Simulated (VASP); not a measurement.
# Ge (Pnma) in VASP: single point with PBE

Aim: the single point of Ge with PBE.

Everything below comes from runs of VASP 6.6.1. Logs are shortened: lines on timing, memory, paths and dates and some standing lists are left out, and cuts for length are marked.

**1. The cell of the first run**

The structure is orthorhombic, space group Pnma (No. 62). The conventional cell has a = 4.661 Å, b = 5.515 Å, c = 3.040 Å, α = 90.00°, β = 90.00°, γ = 90.00°. Ge (site symmetry m) has 8 Ge at 2.69 to 3.04 Å within 3.5 Å.

**2. Single point, PBE**

INCAR reads:

```
PREC = Accurate
ENCUT = 520
EDIFF = 1E-6
ISMEAR = 0
SIGMA = 0.1
LREAL = False
LASPH = True
NELM = 100
ALGO = Normal
ISIF = 2
LWAVE = False
LCHARG = False
GGA = PE
NBANDS = 36
```

KPOINTS reads:

```
Automatic mesh
0
Gamma
  4 4 6
```

POSCAR reads:

```
Ge
1.0
    4.6612070679      0.0000000000      0.0000000000
    0.0000000000      5.5152122690      0.0000000000
    0.0000000000      0.0000000000      3.0399422626
Ge
4
Direct
    0.0056446170      0.2500000000      0.5290438865
    0.9943553830      0.7500000000      0.4709561135
    0.4943553830      0.7500000000      0.0290438865
    0.5056446170      0.2500000000      0.9709561135
```

Potentials or basis: VASP PAW PBE potentials, release 64 (Ge_d).

Run with:

```sh
$ cat potpaw_PBE.64/Ge_d/POTCAR > POTCAR
$ mpirun -np 1 vasp_std > vasp.out
```

OUTCAR:

```text
PREC = Accurate
   ENCUT = 520
   EDIFF = 1E-6
   ISMEAR = 0
   LREAL = False
   LASPH = True
   NELM = 100
   ISIF = 2
   GGA = PE

 ion  position               nearest neighbor table
   1  0.006  0.250  0.529-   4 2.69   4 2.69   2 2.76   2 2.76   4 2.88   4 2.88
   2  0.994  0.750  0.471-   3 2.69   3 2.69   1 2.76   1 2.76   3 2.88   3 2.88
   3  0.494  0.750  0.029-   2 2.69   2 2.69   4 2.76   4 2.76   2 2.88   2 2.88
   4  0.506  0.250  0.971-   1 2.69   1 2.69   3 2.76   3 2.76   1 2.88   1 2.88

  LATTYP: Found a simple orthorhombic cell.
 ALAT       =     3.0399422626
 B/A-ratio  =     1.5333209203
 C/A-ratio  =     1.8142490194

  Lattice vectors:

 A1 = (   0.0000000000,   0.0000000000,   3.0399422626)
 A2 = (   4.6612070679,   0.0000000000,   0.0000000000)
 A3 = (   0.0000000000,   5.5152122690,   0.0000000000)

Analysis of symmetry for initial positions (statically):
=====================================================================
 Subroutine PRICEL returns:
 Original cell was already a primitive cell.

 Routine SETGRP: Setting up the symmetry group for a
 simple orthorhombic supercell.

 Subroutine GETGRP returns: Found  8 space group operations
 (whereof  2 operations were pure point group operations)
 out of a pool of  8 trial point group operations.

The static configuration has the point symmetry S_2 .
 The point group associated with its full space group is D_2h.

Analysis of symmetry for dynamics (positions and initial velocities):
=====================================================================
 Subroutine PRICEL returns:
 Original cell was already a primitive cell.

 Routine SETGRP: Setting up the symmetry group for a
 simple orthorhombic supercell.

 Subroutine GETGRP returns: Found  8 space group operations
 (whereof  2 operations were pure point group operations)
 out of a pool of  8 trial point group operations.

The dynamic configuration has the point symmetry S_2 .
 The point group associated with its full space group is D_2h.

 Subroutine INISYM returns: Found  8 space group operations
 (whereof  2 operations are pure point group operations),
 and found     1 'primitive' translations

----------------------------------------------------------------------------------------

                                     Primitive cell

  volume of cell :      78.1495

  direct lattice vectors                    reciprocal lattice vectors
     4.661207068  0.000000000  0.000000000     0.214536704  0.000000000  0.000000000
     0.000000000  5.515212269  0.000000000     0.000000000  0.181316684  0.000000000
     0.000000000  0.000000000  3.039942263     0.000000000  0.000000000  0.328953616

  length of vectors
     4.661207068  5.515212269  3.039942263     0.214536704  0.181316684  0.328953616

  position of ions in fractional coordinates (direct lattice)
     0.005644617  0.250000000  0.529043886
     0.994355383  0.750000000  0.470956114
     0.494355383  0.750000000  0.029043886
     0.505644617  0.250000000  0.970956114

  ion indices of the primitive-cell ions
   primitive index   ion index
                 1           1
                 2           2
                 3           3
                 4           4

----------------------------------------------------------------------------------------

 KPOINTS: Automatic mesh

Automatic generation of k-mesh.
 Grid dimensions read from file:
 generate k-points for:    4    4    6

 Generating k-lattice:

  Cartesian coordinates                     Fractional coordinates (reciprocal lattice)
     0.053634176  0.000000000  0.000000000     0.250000000  0.000000000  0.000000000
     0.000000000  0.045329171  0.000000000     0.000000000  0.250000000  0.000000000
     0.000000000  0.000000000  0.054825603     0.000000000  0.000000000  0.166666667

  Length of vectors
     0.053634176  0.045329171  0.054825603

  Shift w.r.t. Gamma in fractional coordinates (k-lattice)
     0.000000000  0.000000000  0.000000000

 Subroutine IBZKPT returns following result:
 ===========================================

 Found     36 irreducible k-points:

 Following reciprocal coordinates:
            Coordinates               Weight
  0.000000  0.000000  0.000000      1.000000
  0.250000  0.000000  0.000000      2.000000
  0.500000  0.000000  0.000000      1.000000
  0.000000  0.250000  0.000000      2.000000
  0.250000  0.250000  0.000000      4.000000
  0.500000  0.250000  0.000000      2.000000
[... 16 lines left out ...]
  0.250000  0.250000  0.333333      8.000000
  0.500000  0.250000  0.333333      4.000000
 [... further k-points ...]
   k-points           NKPTS =     36   k-points in BZ     NKDIM =     36   number of bands    NBANDS=     36
   number of dos      NEDOS =    301   number of ions     NIONS =      4
   total plane-waves  NPLWV =  36288
   dimension x,y,z NGX =    36 NGY =   42 NGZ =   24
   dimension x,y,z NGXF=    72 NGYF=   84 NGZF=   48
   ions per type =               4
   NGX,Y,Z   is equivalent  to a cutoff of  12.84, 12.66, 13.12 a.u.
   NGXF,Y,Z  is equivalent  to a cutoff of  25.68, 25.32, 26.25 a.u.
 SYSTEM =  unknown system
   PREC   = accura    normal or accurate (medium, high low for compatibility)
   ISTART =      0    job   : 0-new  1-cont  2-samecut
   ICHARG =      2    charge: 1-file 2-atom 10-const
   ISPIN  =      1    spin polarized calculation?
   LNONCOLLINEAR =      F non collinear calculations
   LSORBIT =      F    spin-orbit coupling
   LASPH  =      T    aspherical Exc in radial PAW
   ENCUT  =  520.0 eV  38.22 Ry    6.18 a.u.   8.67 10.25  5.65*2*pi/ulx,y,z
   NELM   =    100;   NELMIN=  2; NELMDL= -5     # of ELM steps
   EDIFF  = 0.1E-05   stopping-criterion for ELM
   LREAL  =      F    real-space projection
   EDIFFG = 0.1E-04   stopping-criterion for IOM
   NSW    =      0    number of steps for IOM
   IBRION =     -1    ionic relax: 0-MD 1-quasi-New 2-CG
   NFREE  =      0    steps in history (QN), initial steepest desc. (CG)
   ISIF   =      2    stress and relaxation
   ISYM   =      2    0-nonsym 1-usesym 2-fastsym
   POTIM  = 0.5000    time-step for ionic-motion
   TEBEG  =    0.0;   TEEND  =   0.0 temperature during run
   PSTRESS=    0.0 pullay stress
   NELECT =      56.0000    total number of electrons
   NUPDOWN=      -1.0000    fix difference up-down
   EMIN   =  10.00;   EMAX   =-10.00  energy-range for DOS
   EFERMI =   0.00;   METHOD = LEGACY
   ISMEAR =     0;   SIGMA  =   0.10  broadening in eV -4-tet -1-fermi 0-gaus
   EFERMI_NEDOS =   21; number of points for ismear=-14 and -15
   IALGO  =     38    algorithm
   IMIX   =      4    mixing-type and parameters
     AMIX     =   0.40;   BMIX     =  1.00
     AMIX_MAG =   1.60;   BMIX_MAG =  1.00
  volume/ion in A,a.u.               =      19.54       131.84
  Fermi-wavevector in a.u.,A,eV,Ry     =   1.464970  2.768393 29.199984  2.146138
  Thomas-Fermi vector in A             =   2.580883
   LORBIT       =      0    0 simple, 1 ext, 2 COOP (PROOUT), +10 PAW based schemes
   GGA     = PE    functional components
   LHFCALC =     F    Hartree Fock is set to
   AEXX    =    0.0000 exact exchange contribution
   IVDW    =     0    specifies the selected vdW correction
   LEPSILON=     F    determine dielectric tensor
   LRPA    =     F    only Hartree local field effects (RPA)
 non-spin polarized calculation
 Gauss-broadening in eV      SIGMA  =   0.10
  energy-cutoff  :      520.00
  volume of cell :       78.15
 maximum number of plane-waves:      2136
 NGX is ok and might be reduce to    36
   NGX = 17   NGY = 21   NGZ = 11

 number of electron      56.0000020 magnetization

 Free energy of the ion-electron system (eV)
  ---------------------------------------------------
  ext. energy  EPLUGINS =         0.00000000
  ---------------------------------------------------
  free energy    TOTEN  =       -17.01235858 eV

  energy without entropy =      -17.00864210  energy(sigma->0) =      -17.01050034

 E-fermi :   6.1894     XC(G=0): -11.0478

 val. band max:        6.1757916160   @ k =   0.0000   0.0000   0.3333
 cond. band min:       6.4164178076   @ k =   0.5000   0.0000   0.1667
 fundamental gap:      0.2406261915
 Fermi energy:         6.1894446748

 k-point     1 :       0.0000    0.0000    0.0000
  band No.  band energies     occupation
      1     -18.4812      2.00000
      2     -18.4691      2.00000
      3     -18.4603      2.00000
      4     -18.4518      2.00000
      5     -18.4403      2.00000
      6     -18.4073      2.00000
[... 28 lines left out ...]
     35      15.2897      0.00000
     36      15.8494      0.00000

 k-point     2 :       0.2500    0.0000    0.0000
  band No.  band energies     occupation
      1     -18.4680      2.00000
      2     -18.4646      2.00000
      3     -18.4522      2.00000
      4     -18.4292      2.00000
      5     -18.4117      2.00000
      6     -18.3937      2.00000
[... 28 lines left out ...]
     35      12.9079      0.00000
     36      15.4318      0.00000

 k-point     3 :       0.5000    0.0000    0.0000
  band No.  band energies     occupation
      1     -18.4488      2.00000
      2     -18.4488      2.00000
      3     -18.4211      2.00000
      4     -18.4211      2.00000
      5     -18.4164      2.00000
      6     -18.4164      2.00000
[... 28 lines left out ...]
     35      13.6393      0.00000
     36      13.6393      0.00000
[... 742 lines left out ...]
 k-point    23 :       0.2500    0.2500    0.3333
  band No.  band energies     occupation
      1     -18.4702      2.00000
      2     -18.4514      2.00000
      3     -18.4246      2.00000
      4     -18.4166      2.00000
      5     -18.3972      2.00000
      6     -18.3913      2.00000
[... 28 lines left out ...]
     35      11.9917      0.00000
     36      13.3974      0.00000

 k-point    24 :       0.5000    0.2500    0.3333
  band No.  band energies     occupation
      1     -18.4694      2.00000
      2     -18.4694      2.00000
      3     -18.4510      2.00000
      4     -18.4510      2.00000
      5     -18.3974      2.00000
      6     -18.3974      2.00000
[... 28 lines left out ...]
     35      12.7425      0.00000
     36      12.7425      0.00000

 [... further k-points ...]

------------------------ aborting loop because EDIFF is reached ----------------------------------------

  FORCE on cell =-STRESS in cart. coord.  units (eV):
  Direction    XX          YY          ZZ          XY          YZ          ZX
  --------------------------------------------------------------------------------------
  -------------------------------------------------------------------------------------
  Total        0.1616144     -0.0137359     -0.0866621      0.0000000      0.0000000     -0.0000000
  in kB        3.3133298     -0.2816061     -1.7766988      0.0000000      0.0000000     -0.0000000
  external PRESSURE =       0.4183416 kB  Pullay stress =       0.0000000 kB

 VOLUME and BASIS-vectors are now :
 -----------------------------------------------------------------------------
  energy-cutoff  :      520.00
  volume of cell :       78.15
      direct lattice vectors                 reciprocal lattice vectors
     4.661207068  0.000000000  0.000000000     0.214536704  0.000000000  0.000000000
     0.000000000  5.515212269  0.000000000     0.000000000  0.181316684  0.000000000
     0.000000000  0.000000000  3.039942263     0.000000000  0.000000000  0.328953616

 POSITION                                       TOTAL-FORCE (eV/Angst)
 -----------------------------------------------------------------------------------
      0.02631      1.37880      1.60826        -0.024282     -0.000000     -0.002706
      4.63490      4.13641      1.43168         0.024282      0.000000      0.002706
      2.30429      4.13641      0.08829         0.024282      0.000000     -0.002706
      2.35691      1.37880      2.95165        -0.024282      0.000000      0.002706
 -----------------------------------------------------------------------------------
    total drift:                                0.000000      0.000000     -0.000000

  FREE ENERGIE OF THE ION-ELECTRON SYSTEM (eV)
  ---------------------------------------------------
  free  energy   TOTEN  =       -17.0123585755 eV

  energy  without entropy=      -17.0086421032  energy(sigma->0) =      -17.01050034
```

Wall time 65 s (1 thread of Intel Xeon Platinum 8259CL at 2.50GHz (Skylake/Cascade Lake), shared host); peak memory 0.22 GiB.

Results:

* Free energy: -17.0124 eV
* Pressure: 0.0 GPa
* Largest force: 0.024 eV/Å
* Band gap on the k mesh: zero (bands 28 and 29 overlap by 4.28 eV)

Forces on the atoms (eV/Å):
```
Ge  -0.024  0.000 -0.003
Ge   0.024  0.000  0.003
Ge   0.024  0.000 -0.003
Ge  -0.024  0.000  0.003
```

Stress tensor (GPa, compression positive):
```
 0.33  0.00  0.00
 0.00 -0.03  0.00
 0.00  0.00 -0.18
```

Levels at points of the mesh, in eV from the Fermi level:
| k point | band 25 | band 26 | band 27 | band 28 | band 29 | band 30 | band 31 | band 32 |
| --- | --- | --- | --- | --- | --- | --- | --- | --- |
| (0.00, 0.00, 0.00) | -4.98 | -2.97 | -2.27 | -0.78 | 2.53 | 4.07 | 5.06 | 5.82 |
| (0.50, 0.00, 0.00) | -3.99 | -3.99 | 2.29 | 2.29 | 4.22 | 4.22 | 5.65 | 5.65 |
| (0.00, 0.50, 0.00) | -3.93 | -3.93 | -0.93 | -0.93 | 3.55 | 3.55 | 4.28 | 4.28 |
| (0.50, 0.50, 0.00) | 0.59 | 0.59 | 0.59 | 0.59 | 3.64 | 3.64 | 3.64 | 3.64 |
| (0.00, 0.00, 0.50) | -2.18 | -2.18 | -1.79 | -1.79 | -0.87 | -0.87 | 1.51 | 1.51 |
| (0.50, 0.00, 0.50) | -4.36 | -4.36 | -2.66 | -2.66 | -1.84 | -1.84 | 3.26 | 3.26 |
| (0.00, 0.50, 0.50) | -0.86 | -0.86 | -0.63 | -0.63 | -0.30 | -0.30 | 0.93 | 0.93 |
| (0.50, 0.50, 0.50) | -4.37 | -4.37 | -4.37 | -4.37 | 3.11 | 3.11 | 3.11 | 3.11 |

The gap in the log of VASP goes by the Fermi energy; the results here count the filled bands.